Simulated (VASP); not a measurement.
Set up this calculation in VASP 6.6.1, as the native input.

| Quantity | Value |
| --- | --- |
| Task | single point |
| Functional | PBEsol |
| Dispersion | D3(BJ) |
| Potentials or basis | VASP PAW PBE potentials, release 64 (In_d) |
| Cutoff | 520 eV |
| k mesh | 10 × 10 × 10 |
| Occupations | fermi-dirac, width 0.05 eV |
| Spin | no spin polarisation |
| Dipole correction | no |
| Further INCAR settings | ALGO = Fast; EDIFF = 1e-06; NBANDS = 12 |

The structure of In lies in POSCAR:

```
In
1.0
   -1.8279149625      1.8279149625      1.8279149625
    1.8279149625     -1.8279149625      1.8279149625
    1.8279149625      1.8279149625     -1.8279149625
In
1
Direct
    0.0000000000      0.0000000000      0.0000000000
```

These files were run (other wordings do the same):

INCAR

```
  PREC = Accurate
  ENCUT = 520
  EDIFF = 1E-6
  ISMEAR = -1
  SIGMA = 0.05
  LREAL = False
  LASPH = True
  NELM = 100
  ALGO = Fast
  ISIF = 2
  LWAVE = False
  LCHARG = True
  GGA = PS
  IVDW = 12
  LELF = True
  LVHAR = True
  NBANDS = 12
```

KPOINTS

```
regular mesh
0
Gamma
  10 10 10
```

Potentials or basis: VASP PAW PBE potentials, release 64 (In_d).

Run with:

```bash
$ cat potpaw_PBE.64/In_d/POTCAR > POTCAR
$ mpirun -np 1 vasp_std > vasp.out
```

Results of the run:

| Quantity | Value |
| --- | --- |
| Pressure | 0.0 GPa |
| Dispersion energy per atom | -0.385 eV |

Caveat: the PAW data sets were made with another functional, which shifts forces and pressure a little; pairwise dispersion overbinds metals, which lowers pressure and volume.

It took 10 s on 1 thread of AMD EPYC 7R13 Processor (Zen 3), on a shared host, peak memory 0.12 GiB.
